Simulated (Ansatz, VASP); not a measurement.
## BaTiO3: VASP beside Ansatz

```
CELL_PARAMETERS angstrom
2.74987 1.58763 2.25484
-2.74987 1.58763 2.25484
0.00000 -3.17527 2.25484
ATOMIC_POSITIONS crystal
Ba 0.00000 0.00000 0.00000
Ti 0.48450 0.48450 0.48450
O 0.50860 0.50860 0.01750
O 0.01750 0.50860 0.50860
O 0.50860 0.01750 0.50860
```

Alike in both runs: task single point; functional r2SCAN; k mesh 6 × 6 × 6; no spin polarisation.

|  | VASP | Ansatz |
| --- | --- | --- |
| version | VASP 6.6.1 | Ansatz 0.2.0 |
| potentials or method | VASP PAW PBE potentials, release 64 (Ba_sv, Ti_sv, O), cutoff 660 eV | plane waves, PAW |
| occupations | gaussian, width 0.01 eV | fixed |
| valence electrons in the cell | 40 | 40 |

|  | VASP | Ansatz | Ansatz less VASP |
| --- | --- | --- | --- |
| pressure (GPa) | 22.7 | 20.2 | -2.50 |
| traceless stress, the component that is largest in VASP (GPa) | -0.89 | -0.79 | +0.102 |

VASP's potentials were made for PBE, not for r2SCAN. Ansatz's warnings: structure snapped to symmetry.

Spin-orbit coupling is off throughout.
